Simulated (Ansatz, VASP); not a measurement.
## TiO2 in VASP and in Ansatz

The input INCAR:

```
SYSTEM = TiO2
  PREC = Accurate
  ENCUT = 520
  EDIFF = 1E-6
  ISMEAR = 0
  SIGMA = 0.01
  LREAL = .False.
  LASPH = .True.
  NELM = 100
  ALGO = Normal
  ISIF = 2
  LWAVE = .False.
  LCHARG = .True.
  GGA = PS
  LELF = .True.
  LVHAR = .True.
  NBANDS = 33
```

File KPOINTS:

```
regular mesh
0
Gamma
  8 8 8
  0 0 0
```

File POSCAR:

```
TiO2
1.0
   -1.8402353181      1.8402353181      4.6268968230
    1.8402353181     -1.8402353181      4.6268968230
    1.8402353181      1.8402353181     -4.6268968230
Ti O
2 4
Direct
    0.0000000000      0.0000000000      0.0000000000
    0.7500000000      0.2500000000      0.5000000000
    0.2081000000      0.2081000000      0.0000000000
    0.9581000000      0.4581000000      0.5000000000
    0.5419000000      0.0419000000      0.5000000000
    0.7919000000      0.7919000000      0.0000000000
```

Input for Ansatz:

```yaml
crystal:
  lattice:
    - [-1.8402353180886974, 1.8402353180886974, 4.626896822970964]
    - [1.8402353180886974, -1.8402353180886974, 4.626896822970964]
    - [1.8402353180886974, 1.8402353180886974, -4.626896822970964]
  atoms:
    - { symbol: Ti, position: [0.0, 0.0, 0.0] }
    - { symbol: Ti, position: [0.75, 0.25, 0.5] }
    - { symbol: O, position: [0.2081, 0.2081, 0.0] }
    - { symbol: O, position: [0.9581, 0.4581, 0.5] }
    - { symbol: O, position: [0.5419, 0.0419, 0.5] }
    - { symbol: O, position: [0.7919, 0.7919, 0.0] }
basis:
  ecutwfc: 462.593566181796
kpoints:
  mp_grid:
    grid: [8, 8, 8]
hamiltonian:
  xc: pbesol
scf:
  occupations:
    method: fixed
output:
  stress: true
```

Alike in both runs: task single point; functional PBEsol; k mesh 8 × 8 × 8; no spin polarisation.

|  | VASP | Ansatz |
| --- | --- | --- |
| version | VASP 6.6.1 | Ansatz 0.2.0 |
| potentials or method | VASP PAW PBE potentials, release 64 (Ti_sv, O), cutoff 520 eV | plane waves, PAW |
| occupations | gaussian, width 0.01 eV | fixed |
| valence electrons in the cell | 48 | 48 |

```tsv
	VASP	Ansatz	Ansatz less VASP
pressure (GPa)	21.4	20.6	-0.84
traceless stress, the component that is largest in VASP (GPa)	1.59	1.52	-0.069
```

VASP's potentials were made for PBE, not for PBEsol.
